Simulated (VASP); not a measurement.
Input of a VASP 6.6.1 run:

Contents of INCAR:

```
SYSTEM = Al2O3
PREC = Accurate
ENCUT = 520
EDIFF = 1E-6
ISMEAR = 0
SIGMA = 0.05
LREAL = .False.
LASPH = .True.
NELM = 100
ALGO = Normal
ISIF = 2
LWAVE = .False.
LCHARG = .False.
GGA = PE
NBANDS = 35
```

The input KPOINTS:

```
regular mesh
0
Gamma
  6 6 6
  0 0 0
```

POSCAR

```
Al2O3
1.0
    2.4646421721      1.4229618215      4.6054303627
   -2.4646421721      1.4229618215      4.6054303627
    0.0000000000     -2.8459236430      4.6054303627
Al O
4 6
Direct
    0.8521293568      0.8521293568      0.8521293568
    0.6478706432      0.6478706432      0.6478706432
    0.1478706432      0.1478706432      0.1478706432
    0.3521293568      0.3521293568      0.3521293568
    0.0561574040      0.4438425960      0.7500000000
    0.7500000000      0.0561574040      0.4438425960
    0.4438425960      0.7500000000      0.0561574040
    0.9438425960      0.5561574040      0.2500000000
    0.2500000000      0.9438425960      0.5561574040
    0.5561574040      0.2500000000      0.9438425960
```

Potentials or basis: VASP PAW PBE potentials, release 64 (Al, O).

Run with:

```sh
$ cat potpaw_PBE.64/Al/POTCAR potpaw_PBE.64/O/POTCAR > POTCAR
$ mpirun -np 1 vasp_std > vasp.out
```

(1) What does it give for the band gap on the k mesh?

(2) Predict the pressure.

(3) Estimate the largest force.

Results:

(1) 4.59 eV.

(2) -18.9 GPa.

(3) 0.041 eV/Å.

Caveat: the cell stands under tension.
